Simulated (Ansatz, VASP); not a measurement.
**BaS: VASP beside Ansatz**

```
CELL_PARAMETERS angstrom
4.54600 0.00000 0.00000
-2.27300 3.93695 0.00000
0.00000 0.00000 11.13538
ATOMIC_POSITIONS crystal
Ba 0.00000 0.00000 0.00000
Ba 0.33333 0.66667 0.33333
Ba 0.66667 0.33333 0.66667
S 0.66667 0.33333 0.16667
S 0.00000 0.00000 0.50000
S 0.33333 0.66667 0.83333
```

Alike in both runs: functional PBE; k mesh 9 × 9 × 4; occupations gaussian, width 0.02 eV; no spin polarisation.

Ansatz relaxed the structure, and its values are those at the end. VASP's run is a single point on that final structure, the one shown.

```csv
,VASP,Ansatz
version,VASP 6.6.1,Ansatz 0.2.0
potentials or method,"VASP PAW PBE potentials, release 64 (Ba_sv, S), cutoff 520 eV","scalar-relativistic, plane waves, PAW"
valence electrons in the cell,48,48
```

VASP gave:

* gap on the k mesh at the Fermi level (eV): 2.19
* least direct gap on the mesh (eV): 2.35
* pressure (GPa): 0.5

Estimate Ansatz's values.

gap on the k mesh at the Fermi level (eV): 2.28; least direct gap on the mesh (eV): 2.41; pressure (GPa): 0.0.

The functional is the same, so the differences come from potentials, cutoffs and numerics.

Spin-orbit coupling is off throughout.
